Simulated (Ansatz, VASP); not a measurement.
**Rb2Re in VASP and in Ansatz**

```
Rb Re
1.0
     3.14007    0.00000    0.00000
    -1.57004    2.71938    0.00000
     0.00000    0.00000   10.43027
Rb Re
2 1
Direct
  0.33333 0.66667 0.72439
  0.66667 0.33333 0.27561
  0.00000 0.00000 0.00000
```

Change from the starting cell: species swapped into the MgI2 type (P-3m1, No. 164).

Alike in both runs: functional PBE; k mesh 18 × 18 × 6; occupations gaussian, width 0.1 eV; no spin polarisation.

Ansatz relaxed the structure, and its values are those at the end. VASP's run is a single point on that final structure, the one shown.

```csv
,VASP,Ansatz
version,VASP 6.6.1,Ansatz 0.2.0
potentials or method,"VASP PAW PBE potentials, release 64 (Rb_sv, Re), cutoff 520 eV","scalar-relativistic, plane waves, PAW"
valence electrons in the cell,25,33
```

VASP gave:

| Property | Result |
| --- | --- |
| gap on the k mesh at the Fermi level (eV) | none |
| pressure (GPa) | 0.1 |
| rms of the force components (eV/Å) | 0.009 |

Problem. Which values does Ansatz return?

Solution. gap on the k mesh at the Fermi level (eV): none; pressure (GPa): 0.0; rms of the force components (eV/Å): 0.000.

A gap of «none» marks a metal or a gap that the smearing closes. With one functional, cell and mesh, what is left measures potentials, basis and numerics. VASP's potentials hold 25 valence electrons a cell and Ansatz's 33, so a difference there can come from the potentials and not from the codes.

Spin-orbit coupling is off throughout.
